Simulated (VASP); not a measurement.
**Al5H: single point with PBE**

The system is Al5H.

```
Al H
1.0
     0.00000    3.44793    3.44793
     3.44793    0.00000    3.44793
     3.44793    3.44793    0.00000
Al H
5 1
Direct
  0.90816 0.90816 0.90816
  0.90816 0.90816 0.27553
  0.90816 0.27553 0.90816
  0.27553 0.90816 0.90816
  0.50000 0.50000 0.50000
  0.75000 0.75000 0.75000
```

The cell was generated, and may not be a known phase.

* Program: VASP 6.6.1
* Task: single point
* Functional: PBE
* Potentials or basis: VASP PAW PBE potentials, release 64 (Al, H)
* Cutoff: 520 eV
* k mesh: 4 × 4 × 4
* Occupations: gaussian, width 0.1 eV
* Spin: no spin polarisation
* Dipole correction: no
* Further INCAR settings: ALGO = Normal; EDIFF = 1e-06; NBANDS = 17

```yaml
Pressure: 96.8 GPa
Largest_force: 33.830 eV/Å
Band_gap_on_the_k_mesh: zero (bands 8 and 9 overlap by 2.48 eV)
```

Forces in eV/Å, atoms in the order of the input:
```
Al  -19.532 -19.532 -19.532
Al   19.532  19.532 -19.532
Al   19.532 -19.532  19.532
Al  -19.532  19.532  19.532
Al    0.000   0.000   0.000
H     0.000   0.000   0.000
```

Levels at points of the mesh, in eV from the Fermi level:
```tsv
k point	band 5	band 6	band 7	band 8	band 9	band 10	band 11	band 12
(0.00, 0.00, 0.00)	-3.97	-3.88	-1.30	-1.30	-1.30	0.03	0.03	0.73
(0.50, 0.00, 0.00)	-4.21	-2.78	-2.78	-2.12	-0.55	1.88	1.88	3.86
(0.50, 0.50, 0.00)	-5.61	-4.99	0.15	1.17	1.17	1.49	2.09	3.81
```

It took 32 s on 1 thread of AMD EPYC 7R13, with other jobs on the host, peak memory 0.16 GiB.

Caveat: the k points lie up to 0.39 Å⁻¹ apart, too coarse for converged energies and pressures of a metal; forces of over 1 eV/Å act on the atoms, so gaps and moduli don't describe the material at rest.
